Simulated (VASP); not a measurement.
# Ag: relaxation of cell and atoms with PBE+D4

The system is Ag.

```
CELL_PARAMETERS angstrom
2.93000 0.00000 0.00000
-1.46500 2.53745 0.00000
0.00000 0.00000 4.79000
ATOMIC_POSITIONS crystal
Ag 0.66667 0.33333 0.75000
Ag 0.33333 0.66667 0.25000
```

This isn't the form of Ag at room conditions, which is fcc.

```
Program                : VASP 6.6.1
Task                   : relaxation of cell and atoms
Functional             : PBE
Dispersion             : D4
Potentials or basis    : VASP PAW PBE potentials, release 64 (Ag)
Cutoff                 : 600 eV
k mesh                 : 10 × 10 × 6
Occupations            : fermi-dirac, width 0.05 eV
Spin                   : no spin polarisation
Dipole correction      : no
Further INCAR settings : ALGO = Normal; EDIFF = 1e-06; IBRION = 2; EDIFFG = -0.01; NSW = 60; ISIF = 3
```

```json
{
 "Relaxed volume": "17.07 Å³/atom",
 "Relaxed cell": "a = 2.895 Å, b = 2.895 Å, c = 4.705 Å, α = 90.00°, β = 90.00°, γ = 120.00°",
 "Space group after relaxing (to 0.1 Å)": "P6_3/mmc (No. 194)",
 "Energy gained by relaxing": "10.2 meV/atom",
 "Ionic steps": "9",
 "Pressure after relaxing": "-0.1 GPa",
 "Band gap on the k mesh": "zero (bands 11 and 12 overlap by 6.54 eV)",
 "Dispersion energy per atom": "-0.567 eV"
}
```

The path:
| step | energy change (eV) | largest force (eV/Å) | pressure (GPa) | volume (Å³) |
| --- | --- | --- | --- | --- |
| 1 | 0.0000 | 0.0000 | -4.11 | 35.61 |
| 2 | -0.0135 | 0.0000 | 2.80 | 33.31 |
| 3 | -0.0203 | 0.0000 | 0.01 | 34.12 |
| 4 | -0.0203 | 0.0000 | 0.08 | 34.09 |
| 5 | -0.0204 | 0.0000 | 0.10 | 34.09 |
| 6 | -0.0204 | 0.0000 | 0.11 | 34.09 |
| 7 | -0.0204 | 0.0000 | 0.10 | 34.09 |
| 8 | -0.0204 | 0.0000 | 0.10 | 34.09 |
| 9 | -0.0204 | 0.0000 | -0.08 | 34.15 |

Final structure:
```yaml
crystal:
  lattice:
    - [2.89511, 0.00000, 0.00000]
    - [-1.44755, 2.50723, 0.00000]
    - [0.00000, 0.00000, 4.70469]
  atoms:
    - { symbol: Ag, position: [0.66667, 0.33333, 0.75000] }
    - { symbol: Ag, position: [0.33333, 0.66667, 0.25000] }
```

Levels at points of the mesh, in eV from the Fermi level:
| k point | band 8 | band 9 | band 10 | band 11 | band 12 | band 13 | band 14 | band 15 |
| --- | --- | --- | --- | --- | --- | --- | --- | --- |
| (0.00, 0.00, 0.00) | -4.13 | -4.13 | -3.10 | -3.10 | -0.35 | 3.66 | 15.62 | 17.68 |
| (0.50, 0.00, 0.00) | -2.98 | -2.90 | -2.84 | 0.10 | 1.53 | 6.93 | 7.18 | 9.43 |
| (0.00, 0.00, 0.50) | -4.53 | -3.42 | -3.42 | -3.42 | -3.42 | 11.25 | 11.25 | 15.98 |
| (0.50, 0.00, 0.50) | -3.15 | -2.89 | -2.89 | 0.76 | 0.76 | 4.58 | 4.58 | 13.58 |

Wall time 3 min on 1 thread of Intel Xeon 8259CL (shared host), peak memory 0.19 GiB.
